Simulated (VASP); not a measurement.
# Sn (Immm) in VASP: further runs, part 2 of 2

VASP 6.6.1. Earlier steps stand in the parts before.

## (3) Single point, LDA

This run uses another cell than the first one, of 27.14 Å³/atom, 1.029 times its volume.

File INCAR:

```
PREC = Accurate
ENCUT = 520
EDIFF = 1E-6
ISMEAR = -1
SIGMA = 0.1
LREAL = F
LASPH = T
NELM = 60
ALGO = Normal
ISIF = 2
LWAVE = F
LCHARG = T
LELF = T
LVHAR = T
NBANDS = 13
```

File KPOINTS:

```
regular mesh
0
Gamma
  12 12 12
```

File POSCAR:

```
Sn
1.0
   -1.6952825354      1.7434033172      2.2960097364
    1.6952825354     -1.7434033172      2.2960097364
    1.6952825354      1.7434033172     -2.2960097364
Sn
1
Direct
    0.0000000000      0.0000000000      0.0000000000
```

Potentials or basis: VASP PAW LDA potentials, release 64 (Sn_d).

Command:

```bash
cat potpaw_LDA.64/Sn_d/POTCAR > POTCAR
mpirun -np 1 vasp_std > vasp.out
```

OUTCAR:

```text
PREC = Accurate
   ENCUT = 520
   EDIFF = 1E-6
   ISMEAR = -1
   LREAL = F
   LASPH = T
   NELM = 60
   ISIF = 2

 ion  position               nearest neighbor table
   1  0.000  0.000  0.000-

  LATTYP: Found a body centered orthorhombic cell.
 ALAT       =     3.3905650708
 B/A-ratio  =     1.0283851103
 C/A-ratio  =     1.3543522619

  Lattice vectors:

 A1 = (  -1.6952825354,   1.7434033172,   2.2960097364)
 A2 = (   1.6952825354,  -1.7434033172,   2.2960097364)
 A3 = (   1.6952825354,   1.7434033172,  -2.2960097364)

Analysis of symmetry for initial positions (statically):
=====================================================================
 Subroutine PRICEL returns:
 Original cell was already a primitive cell.

 Routine SETGRP: Setting up the symmetry group for a
 body centered orthorhombic supercell.

 Subroutine GETGRP returns: Found  8 space group operations
 (whereof  8 operations were pure point group operations)
 out of a pool of  8 trial point group operations.

The static configuration has the point symmetry D_2h.
[... 167 lines left out ...]
  band No.  band energies     occupation
      1     -13.5981      2.00000
      2     -13.5818      2.00000
      3     -13.5549      2.00000
      4     -13.5181      2.00000
      5     -13.4791      2.00000
      6      -3.2833      2.00000
      7      15.2289      0.00000
      8      15.3752      0.00000
      9      15.8140      0.00000
     10      18.6821      0.00000
     11      19.4091      0.00000
     12      19.9298      0.00000
     13      20.0991      0.00000
[... 354 lines left out ...]
  band No.  band energies     occupation
      1     -13.5780      2.00000
      2     -13.5562      2.00000
      3     -13.5295      2.00000
      4     -13.4622      2.00000
      5     -13.4371      2.00000
      6       0.2702      2.00000
      7       5.3087      2.00000
      8       9.8804      0.00000
      9      13.5615      0.00000
     10      16.8743      0.00000
     11      20.0133      0.00000
     12      20.8831      0.00000
     13      22.9366      0.00000

 [... further k-points ...]

------------------------ aborting loop because EDIFF is reached ----------------------------------------

  FORCE on cell =-STRESS in cart. coord.  units (eV):
  Direction    XX          YY          ZZ          XY          YZ          ZX
  --------------------------------------------------------------------------------------
  -------------------------------------------------------------------------------------
  Total       -0.3758339     -0.4990526     -0.4791358      0.0000000      0.0000000      0.0000000
  in kB      -22.1836403    -29.4566420    -28.2810500      0.0000000      0.0000000      0.0000000
  external PRESSURE =     -26.6404441 kB  Pullay stress =       0.0000000 kB

 VOLUME and BASIS-vectors are now :
 -----------------------------------------------------------------------------
  energy-cutoff  :      520.00
  volume of cell :       27.14
      direct lattice vectors                 reciprocal lattice vectors
    -1.695282535  1.743403317  2.296009736     0.000000000  0.286795370  0.217769111
     1.695282535 -1.743403317  2.296009736     0.294936089  0.000000000  0.217769111
     1.695282535  1.743403317 -2.296009736     0.294936089  0.286795370  0.000000000

 POSITION                                       TOTAL-FORCE (eV/Angst)
 -----------------------------------------------------------------------------------
      0.00000      0.00000      0.00000         0.000000      0.000000      0.000000
 -----------------------------------------------------------------------------------
    total drift:                               -0.000000     -0.000000      0.000000

  FREE ENERGIE OF THE ION-ELECTRON SYSTEM (eV)
  ---------------------------------------------------
  free  energy   TOTEN  =        -4.4337175760 eV

  energy  without entropy=       -4.4127641831  energy(sigma->0) =       -4.42324088
```

OSZICAR:

```text
N       E                     dE             d eps       ncg     rms          rms(c)
DAV:   1     0.803944610216E+02    0.80394E+02   -0.71843E+03  7479   0.161E+03
DAV:   2     0.136197702506E+01   -0.79032E+02   -0.76511E+02  7720   0.339E+02
DAV:   3    -0.432726734266E+01   -0.56892E+01   -0.56688E+01  8518   0.740E+01
DAV:   4    -0.444626766665E+01   -0.11900E+00   -0.11897E+00  8964   0.115E+01
DAV:   5    -0.445018233688E+01   -0.39147E-02   -0.39146E-02  9591   0.204E+00    0.134E+00
DAV:   6    -0.443829318401E+01    0.11889E-01   -0.10654E-02  9388   0.174E+00    0.730E-01
DAV:   7    -0.443396199391E+01    0.43312E-02   -0.63938E-03  9345   0.125E+00    0.934E-02
DAV:   8    -0.443371711939E+01    0.24487E-03   -0.58489E-04  9005   0.428E-01    0.183E-02
DAV:   9    -0.443371773637E+01   -0.61698E-06   -0.11022E-05  9817   0.417E-02    0.105E-02
DAV:  10    -0.443371757605E+01    0.16032E-06   -0.70377E-07  6165   0.107E-02
   1 F= -.44337176E+01 E0= -.44232409E+01  d E =-.209534E-01
```

Wall time 45 s (1 thread of AMD EPYC 9R45 (Zen 5), shared host); peak memory 0.18 GiB.

What came out:

| Property | Result |
| --- | --- |
| Free energy | -4.4337 eV |
| Pressure | -2.7 GPa |
| Band gap on the k mesh | zero (band 7 reaches 15.23 eV, above the bottom of band 8 at 5.85 eV) |

Stress tensor (GPa, compression positive):
```
-2.22  0.00  0.00
 0.00 -2.95  0.00
 0.00  0.00 -2.83
```

Caveat: spin-orbit coupling is left out, which moves the levels of the heavy elements.

## (4) Single point, LDA

This run uses another cell than the first one, of 27.91 Å³/atom, 1.058 times its volume.

File INCAR:

```
  PREC = Accurate
  ENCUT = 520
  EDIFF = 1E-6
  ISMEAR = -1
  SIGMA = 0.1
  LREAL = F
  LASPH = T
  NELM = 100
  ALGO = Normal
  ISIF = 2
  LWAVE = F
  LCHARG = F
  GGA = CA
  NBANDS = 13
```

KPOINTS is that of step 3.

File POSCAR:

```
Sn
1.0
   -1.7110535111      1.7596219538      2.3173691931
    1.7110535111     -1.7596219538      2.3173691931
    1.7110535111      1.7596219538     -2.3173691931
Sn
1
Direct
    0.0000000000      0.0000000000      0.0000000000
```

Command:

```bash
cat potpaw_LDA.64/Sn_d/POTCAR > POTCAR
mpirun -np 1 vasp_std > vasp.out
```

It took 47 s on 1 thread of AMD EPYC 9R45 (Zen 5), shared host; peak memory 0.18 GiB.

It converged, with:

| Item | Value |
| --- | --- |
| Free energy | -4.4185 eV |
| Pressure | -3.8 GPa |
| Band gap on the k mesh | zero (band 7 reaches 14.68 eV, above the bottom of band 8 at 5.59 eV) |

Stress tensor (GPa, compression positive):
```
-3.42  0.00  0.00
 0.00 -4.04  0.00
 0.00  0.00 -4.01
```

Levels at points of the mesh, in eV from the Fermi level:
| k point | band 4 | band 5 | band 6 | band 7 | band 8 | band 9 | band 10 | band 11 |
| --- | --- | --- | --- | --- | --- | --- | --- | --- |
| (0.00, 0.00, 0.00) | -21.39 | -21.36 | -10.97 | 7.13 | 7.27 | 7.69 | 10.76 | 11.36 |
| (0.50, 0.00, 0.00) | -21.32 | -21.29 | -6.94 | -4.50 | 5.31 | 6.07 | 9.96 | 10.23 |
| (0.00, 0.50, 0.00) | -21.30 | -21.30 | -6.68 | -4.43 | 4.87 | 5.76 | 9.46 | 9.85 |
| (0.50, 0.50, 0.00) | -21.30 | -21.27 | -5.27 | -3.66 | 2.06 | 2.45 | 5.69 | 6.07 |
| (0.50, 0.50, 0.50) | -21.28 | -21.28 | -4.48 | -3.16 | 1.20 | 1.85 | 4.76 | 5.61 |

Caveat: spin-orbit coupling is left out, which moves the levels of the heavy elements.

## (5) The runs side by side

| cell | gap on the mesh (eV) | pressure (GPa) |
| --- | --- | --- |
| a = 3.313 Å, angles 119.1, 117.2, 93.3°, 1 atom | none | -1.2 |
| a = 3.344 Å, angles 119.1, 117.2, 93.3°, 1 atom | none | -2.7 |
| a = 3.376 Å, angles 119.1, 117.2, 93.3°, 1 atom | none | -3.8 |

Alike in all rows: task single point; level LDA; potentials or basis VASP PAW LDA potentials, release 64 (Sn_d); no spin polarisation; k mesh 12 × 12 × 12; cutoff (eV) 520; smearing fermi-dirac 0.1 eV.

Caveats: spin-orbit coupling is left out, which moves the levels of the heavy elements.

Absolute energies hang on the potentials; compare differences alone.
